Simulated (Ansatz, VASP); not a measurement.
SiO2 in VASP and in Ansatz

```
Si O
1.0
     4.08040    0.00000    0.00000
     0.00000    4.08040    0.00000
     0.00000    0.00000    2.78910
Si O
2 4
Direct
  0.50000 0.50000 0.50000
  0.00000 0.00000 0.00000
  0.69443 0.69443 0.00000
  0.19443 0.80557 0.50000
  0.30557 0.30557 0.00000
  0.80557 0.19443 0.50000
```

Alike in both runs: task single point; functional LDA; k mesh 6 × 6 × 8; occupations gaussian, width 0.05 eV; no spin polarisation.

|  | VASP | Ansatz |
| --- | --- | --- |
| version | VASP 6.6.1 | Ansatz 0.2.0 |
| potentials or method | VASP PAW LDA potentials, release 64 (Si, O_h), cutoff 910 eV | scalar-relativistic, plane waves, PAW |
| valence electrons in the cell | 32 | 32 |

```csv
,VASP,Ansatz,Ansatz less VASP
gap on the k mesh at the Fermi level (eV),5.37,5.36,-0.016
least direct gap on the mesh (eV),5.37,5.36,-0.016
rms of the force components (eV/Å),0.139,0.138,-0.0015
```

Ansatz warns that its potentials were made for another functional, while VASP's fit it. LDA's correlation is that of Perdew and Zunger in VASP and of Perdew and Wang (1992) in Ansatz. Atom by atom the forces differ by 0.002 eV/Å (rms over components).

Noted on VASP's run: the cutoff is short for stress, so the pressure is rough.
